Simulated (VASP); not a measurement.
Here is a VASP 6.6.1 calculation.

The input INCAR:

```
SYSTEM = MgF2
ALGO = Normal ; EDIFF = 1E-6
ENCUT = 600 ; GGA_COMPAT = .FALSE.
ISIF = 2 ; ISMEAR = -1
LASPH = .TRUE. ; LCHARG = .FALSE.
LREAL = .FALSE. ; LWAVE = .FALSE.
NBANDS = 25 ; NELM = 120
PREC = Accurate ; SIGMA = 0.02
```

The input KPOINTS:

```
k-points
0
G
  6 6 8
  0 0 0
```

POSCAR

```
MgF2
1.0
    4.5560405188      0.0000000000      0.0000000000
    0.0000000000      4.5560405188      0.0000000000
    0.0000000000      0.0000000000      3.0121193700
Mg F
2 4
Direct
    0.0000000000      0.0000000000      0.0000000000
    0.5000000000      0.5000000000      0.5000000000
    0.3029736543      0.3029736543      0.0000000000
    0.1970263457      0.8029736543      0.5000000000
    0.6970263457      0.6970263457      0.0000000000
    0.8029736543      0.1970263457      0.5000000000
```

Potentials or basis: VASP PAW LDA potentials, release 64 (Mg, F).

Command:

```console
$ cat potpaw_LDA.64/Mg/POTCAR potpaw_LDA.64/F/POTCAR > POTCAR
$ mpirun -np 1 vasp_std > vasp.out
```

**Question.** Predict the pressure.

**Answer.** -2.0 GPa.

**Question.** What does it give for the band gap on the k mesh?

**Answer.** 7.06 eV.

Stress tensor (GPa, compression positive):
```
-2.14  0.00  0.00
 0.00 -2.14  0.00
 0.00  0.00 -1.85
```

A k mesh can miss the band edges. LDA gaps usually lie below the measured ones, often by a third to a half.
